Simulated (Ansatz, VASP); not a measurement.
**One calculation of Al2Cu, two programs**

```
Al Cu
1.0
     4.04250    0.00000    0.00000
     0.00000    4.04250    0.00000
     0.00000    0.00000    2.82196
Al Cu
2 1
Direct
  0.50000 0.00000 0.50000
  0.00000 0.50000 0.50000
  0.00000 0.00000 0.00000
```

Alike in both runs: functional LDA; k mesh 10 × 10 × 14; occupations gaussian, width 0.1 eV; no spin polarisation.

Ansatz relaxed the structure, and its values are those at the end. VASP's run is a single point on that final structure, the one shown.

|  | VASP | Ansatz |
| --- | --- | --- |
| version | VASP 6.6.1 | Ansatz 0.2.0 |
| potentials or method | VASP PAW LDA potentials, release 64 (Al, Cu), cutoff 520 eV | scalar-relativistic, plane waves, PAW |
| valence electrons in the cell | 17 | 25 |

|  | VASP | Ansatz | Ansatz less VASP |
| --- | --- | --- | --- |
| gap on the k mesh at the Fermi level (eV) | none | none | - |
| pressure (GPa) | 0.2 | 0.0 | -0.25 |

LDA's correlation is that of Perdew and Zunger in VASP and of Perdew and Wang (1992) in Ansatz. A gap of «none» marks a metal or a gap that the smearing closes. VASP's potentials hold 17 valence electrons a cell and Ansatz's 25, so a difference there can come from the potentials and not from the codes.
